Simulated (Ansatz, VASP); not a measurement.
One calculation of ScIn3N2, two programs

```xyz
6
Lattice="3.2145 1.8559 3.9587 -3.2145 1.8559 3.9587 0.0000 -3.7118 3.9587" Properties=species:S:1:pos:R:3 pbc="T T T"
Sc    0.0000    0.0000    0.0000
In    0.0000   -1.8559    1.9793
In    1.6073    0.9280    1.9793
In   -1.6073    0.9280    1.9793
N     0.0000    0.0000    4.8677
N     0.0000    0.0000    7.0083
```

Alike in both runs: task single point; functional PBE; k mesh 3 × 3 × 3; occupations gaussian, width 0.1 eV; collinear spin.

```csv
,VASP,Ansatz
version,VASP 6.6.1,Ansatz 0.2.0
potentials or method,"VASP PAW PBE potentials, release 64 (Sc_sv, In_d, N), cutoff 520 eV","scalar-relativistic, plane waves, PAW"
valence electrons in the cell,60,60
```

|  | VASP | Ansatz | Ansatz less VASP |
| --- | --- | --- | --- |
| gap on the k mesh at the Fermi level (eV) | none | none | - |
| pressure (GPa) | 0.7 | 0.7 | +0.01 |
| traceless stress, the component that is largest in VASP (GPa) | 2.74 | 2.75 | +0.004 |
| rms of the force components (eV/Å) | 0.832 | 0.834 | +0.0029 |
| net moment per atom (μB) | 0.05 | 0.04 | -0.002 |
| size of the moment on the site where the two differ most (μB) | 0.58 | 0.48 | -0.094 |

Site moments also hang on the region over which each program counts them. Atom by atom the forces differ by 0.003 eV/Å (rms over components). A gap of «none» marks a metal or a gap that the smearing closes. The functional is the same, so the differences come from potentials, cutoffs and numerics.

The k mesh is coarse, so the values compare programs but aren't converged.
